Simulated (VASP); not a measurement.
# KHgF2 (P4/mmm) in VASP: a series of runs

Runs on KHgF2. Level: PBE. Tasks: relaxation of cell and atoms, single point.

All numbers are computed with VASP 6.6.1; they aren't measurements. Logs are shortened: lines on timing, memory, paths and dates and some standing lists are left out, and cuts for length are marked.

**1. The cell of the first run**

The structure is tetragonal, space group P4/mmm (No. 123). The conventional cell has a = 4.885 Å, b = 4.885 Å, c = 3.325 Å, α = 90.00°, β = 90.00°, γ = 90.00°. Within 3.9 Å of K (site symmetry 4/mmm) lie 8 F at 2.95 Å and 2 K at 3.33 Å and 8 Hg at 3.83 Å. Within 3.4 Å of Hg (site symmetry 4/mmm) lie 4 F at 2.44 Å and 2 Hg at 3.33 Å. Within 3.5 Å of F (site symmetry mmm) lie 2 Hg at 2.44 Å and 4 K at 2.95 Å and 6 F at 3.33 to 3.45 Å.

**2. Relaxation of cell and atoms, PBE**

INCAR reads:

```
PREC = Accurate
ENCUT = 600
EDIFF = 1E-6
ISMEAR = 0
SIGMA = 0.1
LREAL = F
LASPH = T
NELM = 80
ALGO = Normal
ISIF = 3
LWAVE = F
LCHARG = F
GGA = PE
IBRION = 2
NSW = 90
EDIFFG = -0.04
```

KPOINTS reads:

```
Automatic mesh
0
Gamma
  4 4 6
```

POSCAR reads:

```
KHgF2
1.0
    4.8845760337      0.0000000000      0.0000000000
    0.0000000000      4.8845760337      0.0000000000
    0.0000000000      0.0000000000      3.3253345579
K Hg F
1 1 2
Direct
    0.5000000000      0.5000000000      0.5000000000
    0.0000000000      0.0000000000      0.0000000000
    0.5000000000      0.0000000000      0.0000000000
    0.0000000000      0.5000000000      0.0000000000
```

Potentials or basis: VASP PAW PBE potentials, release 64 (K_sv, Hg, F).

Started as:

```sh
> cat potpaw_PBE.64/K_sv/POTCAR potpaw_PBE.64/Hg/POTCAR potpaw_PBE.64/F/POTCAR > POTCAR
> mpirun -np 1 vasp_std > vasp.out
```

OUTCAR:

```text
PREC = Accurate
   ENCUT = 600
   EDIFF = 1E-6
   ISMEAR = 0
   LREAL = F
   LASPH = T
   NELM = 80
   ISIF = 3
   GGA = PE
   IBRION = 2
   NSW = 90
   EDIFFG = -0.04

 ion  position               nearest neighbor table
   1  0.500  0.500  0.500-   2 3.83   2 3.83   2 3.83   2 3.83   2 3.83   2 3.83   2 3.83   2 3.83

   2  0.000  0.000  0.000-   3 2.44   4 2.44   4 2.44   3 2.44   1 3.83   1 3.83   1 3.83   1 3.83
                             1 3.83   1 3.83   1 3.83   1 3.83
   3  0.500  0.000  0.000-   2 2.44   2 2.44
   4  0.000  0.500  0.000-   2 2.44   2 2.44

  LATTYP: Found a simple tetragonal cell.
 ALAT       =     4.8845760337
 C/A-ratio  =     0.6807826380

  Lattice vectors:

 A1 = (   4.8845760337,   0.0000000000,   0.0000000000)
 A2 = (   0.0000000000,   4.8845760337,   0.0000000000)
 A3 = (   0.0000000000,   0.0000000000,   3.3253345579)

Analysis of symmetry for initial positions (statically):
=====================================================================
 Subroutine PRICEL returns:
 Original cell was already a primitive cell.

 Routine SETGRP: Setting up the symmetry group for a
 simple tetragonal supercell.

 Subroutine GETGRP returns: Found 16 space group operations
 (whereof 16 operations were pure point group operations)
 out of a pool of 16 trial point group operations.

The static configuration has the point symmetry D_4h.

Analysis of symmetry for dynamics (positions and initial velocities):
=====================================================================
 Subroutine PRICEL returns:
 Original cell was already a primitive cell.

 Routine SETGRP: Setting up the symmetry group for a
 simple tetragonal supercell.

 Subroutine GETGRP returns: Found 16 space group operations
 (whereof 16 operations were pure point group operations)
 out of a pool of 16 trial point group operations.

The dynamic configuration has the point symmetry D_4h.

 Subroutine INISYM returns: Found 16 space group operations
 (whereof 16 operations are pure point group operations),
 and found     1 'primitive' translations

----------------------------------------------------------------------------------------

                                     Primitive cell

  volume of cell :      79.3394

  direct lattice vectors                    reciprocal lattice vectors
     4.884576034  0.000000000  0.000000000     0.204726059  0.000000000  0.000000000
     0.000000000  4.884576034  0.000000000     0.000000000  0.204726059  0.000000000
     0.000000000  0.000000000  3.325334558     0.000000000  0.000000000  0.300721621

  length of vectors
     4.884576034  4.884576034  3.325334558     0.204726059  0.204726059  0.300721621

  position of ions in fractional coordinates (direct lattice)
     0.500000000  0.500000000  0.500000000
     0.000000000  0.000000000  0.000000000
     0.500000000  0.000000000  0.000000000
     0.000000000  0.500000000  0.000000000

  ion indices of the primitive-cell ions
   primitive index   ion index
                 1           1
                 2           2
                 3           3
                 4           4

----------------------------------------------------------------------------------------

 KPOINTS: Automatic mesh

Automatic generation of k-mesh.
 Grid dimensions read from file:
 generate k-points for:    4    4    6

 Generating k-lattice:

  Cartesian coordinates                     Fractional coordinates (reciprocal lattice)
     0.051181515  0.000000000  0.000000000     0.250000000  0.000000000  0.000000000
     0.000000000  0.051181515  0.000000000     0.000000000  0.250000000  0.000000000
     0.000000000  0.000000000  0.050120270     0.000000000  0.000000000  0.166666667

  Length of vectors
     0.051181515  0.051181515  0.050120270

  Shift w.r.t. Gamma in fractional coordinates (k-lattice)
     0.000000000  0.000000000  0.000000000

 Subroutine IBZKPT returns following result:
 ===========================================

 Found     24 irreducible k-points:

 Following reciprocal coordinates:
            Coordinates               Weight
  0.000000  0.000000  0.000000      1.000000
  0.250000  0.000000  0.000000      4.000000
  0.500000  0.000000  0.000000      2.000000
  0.250000  0.250000  0.000000      4.000000
  0.500000  0.250000  0.000000      4.000000
  0.500000  0.500000  0.000000      1.000000
[... 16 lines left out ...]
  0.500000  0.250000  0.500000      4.000000
  0.500000  0.500000  0.500000      1.000000
   k-points           NKPTS =     24   k-points in BZ     NKDIM =     24   number of bands    NBANDS=     21
   number of dos      NEDOS =    301   number of ions     NIONS =      4
   total plane-waves  NPLWV =  44800
   dimension x,y,z NGX =    40 NGY =   40 NGZ =   28
   dimension x,y,z NGXF=    80 NGYF=   80 NGZF=   56
   ions per type =               1   1   2
   NGX,Y,Z   is equivalent  to a cutoff of  13.61, 13.61, 14.00 a.u.
   NGXF,Y,Z  is equivalent  to a cutoff of  27.23, 27.23, 28.00 a.u.
 SYSTEM =  unknown system
   PREC   = accura    normal or accurate (medium, high low for compatibility)
   ISTART =      0    job   : 0-new  1-cont  2-samecut
   ICHARG =      2    charge: 1-file 2-atom 10-const
   ISPIN  =      1    spin polarized calculation?
   LNONCOLLINEAR =      F non collinear calculations
   LSORBIT =      F    spin-orbit coupling
   LASPH  =      T    aspherical Exc in radial PAW
   ENCUT  =  600.0 eV  44.10 Ry    6.64 a.u.   9.76  9.76  6.64*2*pi/ulx,y,z
   NELM   =     80;   NELMIN=  2; NELMDL= -5     # of ELM steps
   EDIFF  = 0.1E-05   stopping-criterion for ELM
   LREAL  =      F    real-space projection
   EDIFFG = -.4E-01   stopping-criterion for IOM
   NSW    =     90    number of steps for IOM
   IBRION =      2    ionic relax: 0-MD 1-quasi-New 2-CG
   NFREE  =      1    steps in history (QN), initial steepest desc. (CG)
   ISIF   =      3    stress and relaxation
   ISYM   =      2    0-nonsym 1-usesym 2-fastsym
   POTIM  = 0.5000    time-step for ionic-motion
   TEBEG  =    0.0;   TEEND  =   0.0 temperature during run
   PSTRESS=    0.0 pullay stress
   NELECT =      35.0000    total number of electrons
   NUPDOWN=      -1.0000    fix difference up-down
   EMIN   =  10.00;   EMAX   =-10.00  energy-range for DOS
   EFERMI =   0.00;   METHOD = LEGACY
   ISMEAR =     0;   SIGMA  =   0.10  broadening in eV -4-tet -1-fermi 0-gaus
   EFERMI_NEDOS =   21; number of points for ismear=-14 and -15
   IALGO  =     38    algorithm
   IMIX   =      4    mixing-type and parameters
     AMIX     =   0.40;   BMIX     =  1.00
     AMIX_MAG =   1.60;   BMIX_MAG =  1.00
  volume/ion in A,a.u.               =      19.83       133.85
  Fermi-wavevector in a.u.,A,eV,Ry     =   1.246238  2.355049 21.131348  1.553110
  Thomas-Fermi vector in A             =   2.380425
   LORBIT       =      0    0 simple, 1 ext, 2 COOP (PROOUT), +10 PAW based schemes
   GGA     = PE    functional components
   LHFCALC =     F    Hartree Fock is set to
   AEXX    =    0.0000 exact exchange contribution
   IVDW    =     0    specifies the selected vdW correction
   LEPSILON=     F    determine dielectric tensor
   LRPA    =     F    only Hartree local field effects (RPA)
 conjugate gradient relaxation of ions
 non-spin polarized calculation
 Gauss-broadening in eV      SIGMA  =   0.10
  energy-cutoff  :      600.00
  volume of cell :       79.34
 maximum number of plane-waves:      2676
 NGX is ok and might be reduce to    40
   NGX = 19   NGY = 19   NGZ = 13

 number of electron      34.9999979 magnetization

 Free energy of the ion-electron system (eV)
  ---------------------------------------------------
  ext. energy  EPLUGINS =         0.00000000
  ---------------------------------------------------
  free energy    TOTEN  =       -11.87955467 eV

  energy without entropy =      -11.87275573  energy(sigma->0) =      -11.87615520

 E-fermi :   0.3646     XC(G=0):  -8.9318

 val. band max:        0.3526720278   @ k =   0.2500   0.2500   0.3333
 cond. band min:       0.4860982438   @ k =   0.5000   0.2500   0.0000
 fundamental gap:      0.1334262160
 Fermi energy:         0.3646174906

 k-point     1 :       0.0000    0.0000    0.0000
  band No.  band energies     occupation
      1     -29.2858      2.00000
      2     -21.8842      2.00000
      3     -21.8003      2.00000
      4     -12.7532      2.00000
      5     -12.7532      2.00000
      6     -12.4745      2.00000
[... 13 lines left out ...]
     20       6.9691      0.00000
     21       6.9691      0.00000

 k-point     2 :       0.2500    0.0000    0.0000
  band No.  band energies     occupation
      1     -29.2844      2.00000
      2     -21.8702      2.00000
      3     -21.8054      2.00000
      4     -12.7522      2.00000
      5     -12.7286      2.00000
      6     -12.4727      2.00000
[... 13 lines left out ...]
     20       6.1809      0.00000
     21       6.1879      0.00000

 k-point     3 :       0.5000    0.0000    0.0000
  band No.  band energies     occupation
      1     -29.2830      2.00000
      2     -21.8588      2.00000
      3     -21.8078      2.00000
      4     -12.7512      2.00000
      5     -12.7038      2.00000
      6     -12.4709      2.00000
[... 13 lines left out ...]
     20       5.7766      0.00000
     21       6.2940      0.00000

 k-point     4 :       0.2500    0.2500    0.0000
  band No.  band energies     occupation
      1     -29.2830      2.00000
      2     -21.8544      2.00000
      3     -21.8121      2.00000
      4     -12.7279      2.00000
      5     -12.7240      2.00000
      6     -12.4708      2.00000
[... 13 lines left out ...]
     20       5.4864      0.00000
     21       6.2359      0.00000

 k-point     5 :       0.5000    0.2500    0.0000
  band No.  band energies     occupation
      1     -29.2816      2.00000
      2     -21.8414      2.00000
      3     -21.8159      2.00000
      4     -12.7233      2.00000
      5     -12.6996      2.00000
      6     -12.4688      2.00000
[... 13 lines left out ...]
     20       5.2439      0.00000
     21       6.3320      0.00000

 k-point     6 :       0.5000    0.5000    0.0000
  band No.  band energies     occupation
      1     -29.2803      2.00000
      2     -21.8239      2.00000
      3     -21.8239      2.00000
      4     -12.6952      2.00000
      5     -12.6952      2.00000
      6     -12.4667      2.00000
[... 13 lines left out ...]
     20       4.5037      0.00000
     21       6.2632      0.00000

 k-point     7 :       0.0000    0.0000    0.1667
  band No.  band energies     occupation
      1     -29.2639      2.00000
      2     -21.8750      2.00000
      3     -21.7870      2.00000
      4     -12.7223      2.00000
      5     -12.7223      2.00000
      6     -12.6491      2.00000
[... 13 lines left out ...]
     20       7.2997      0.00000
     21       7.3044      0.00000
[... 291 lines left out ...]
      1     -29.1966      2.00000
      2     -21.8247      2.00000
      3     -21.7514      2.00000
      4     -13.1581      2.00000
      5     -12.6470      2.00000
      6     -12.6257      2.00000
[... 13 lines left out ...]
     20       7.5462      0.00000
     21       7.9063      0.00000

 k-point    21 :       0.5000    0.0000    0.5000
  band No.  band energies     occupation
      1     -29.1962      2.00000
      2     -21.7933      2.00000
      3     -21.7641      2.00000
      4     -13.1767      2.00000
      5     -12.6664      2.00000
      6     -12.6239      2.00000
[... 13 lines left out ...]
     20       7.5222      0.00000
     21       7.6877      0.00000

 k-point    22 :       0.2500    0.2500    0.5000
  band No.  band energies     occupation
      1     -29.1961      2.00000
      2     -21.8041      2.00000
      3     -21.7531      2.00000
      4     -13.1778      2.00000
      5     -12.6466      2.00000
      6     -12.6454      2.00000
[... 13 lines left out ...]
     20       6.8860      0.00000
     21       7.6706      0.00000

 k-point    23 :       0.5000    0.2500    0.5000
  band No.  band energies     occupation
      1     -29.1957      2.00000
      2     -21.7764      2.00000
      3     -21.7617      2.00000
      4     -13.1974      2.00000
      5     -12.6661      2.00000
      6     -12.6450      2.00000
[... 13 lines left out ...]
     20       6.4873      0.00000
     21       6.8604      0.00000

 k-point    24 :       0.5000    0.5000    0.5000
  band No.  band energies     occupation
      1     -29.1953      2.00000
      2     -21.7594      2.00000
      3     -21.7594      2.00000
      4     -13.2180      2.00000
      5     -12.6658      2.00000
      6     -12.6658      2.00000
[... 13 lines left out ...]
     20       5.9446      0.00000
     21       5.9446      0.00000

------------------------ aborting loop because EDIFF is reached ----------------------------------------

  FORCE on cell =-STRESS in cart. coord.  units (eV):
  Direction    XX          YY          ZZ          XY          YZ          ZX
  --------------------------------------------------------------------------------------
  -------------------------------------------------------------------------------------
  Total       -0.0819258     -0.0819258     -0.0191498      0.0000000      0.0000000     -0.0000000
  in kB       -1.6544066     -1.6544066     -0.3867103      0.0000000      0.0000000     -0.0000000
  external PRESSURE =      -1.2318411 kB  Pullay stress =       0.0000000 kB

 VOLUME and BASIS-vectors are now :
 -----------------------------------------------------------------------------
  energy-cutoff  :      600.00
  volume of cell :       79.34
      direct lattice vectors                 reciprocal lattice vectors
     4.884576034  0.000000000  0.000000000     0.204726059  0.000000000  0.000000000
     0.000000000  4.884576034  0.000000000     0.000000000  0.204726059  0.000000000
     0.000000000  0.000000000  3.325334558     0.000000000  0.000000000  0.300721621

 POSITION                                       TOTAL-FORCE (eV/Angst)
 -----------------------------------------------------------------------------------
      2.44229      2.44229      1.66267         0.000000      0.000000      0.000000
      0.00000      0.00000      0.00000         0.000000      0.000000      0.000000
      2.44229      0.00000      0.00000         0.000000      0.000000      0.000000
      0.00000      2.44229      0.00000         0.000000      0.000000      0.000000
 -----------------------------------------------------------------------------------
    total drift:                                0.000000      0.000000     -0.000000

  FREE ENERGIE OF THE ION-ELECTRON SYSTEM (eV)
  ---------------------------------------------------
  free  energy   TOTEN  =       -11.8795546745 eV

  energy  without entropy=      -11.8727557314  energy(sigma->0) =      -11.87615520

 reached required accuracy - stopping structural energy minimisation
```

It took 32 s on 1 thread of AMD EPYC 9R45 (Zen 5), shared host; peak memory 0.2 GiB.

What came out:

```
Free energy             : -11.8796 eV
Pressure after relaxing : -0.1 GPa
Band gap on the k mesh  : zero (an odd number of electrons rules out a gap without spin polarisation)
```

Final structure:
```yaml
crystal:
  lattice:
    - [4.88458, 0.00000, 0.00000]
    - [0.00000, 4.88458, 0.00000]
    - [0.00000, 0.00000, 3.32533]
  atoms:
    - { symbol: K, position: [0.50000, 0.50000, 0.50000] }
    - { symbol: Hg, position: [0.00000, 0.00000, 0.00000] }
    - { symbol: F, position: [0.50000, 0.00000, 0.00000] }
    - { symbol: F, position: [0.00000, 0.50000, 0.00000] }
```

Caveat: spin-orbit coupling is left out, which moves the levels of the heavy elements; an odd number of electrons without spin polarisation forces a metal; a magnetic or distorted state may lie lower.

(Part 1 of 2 ends here.)

The gap in the log of VASP goes by the Fermi energy; the results here count the filled bands.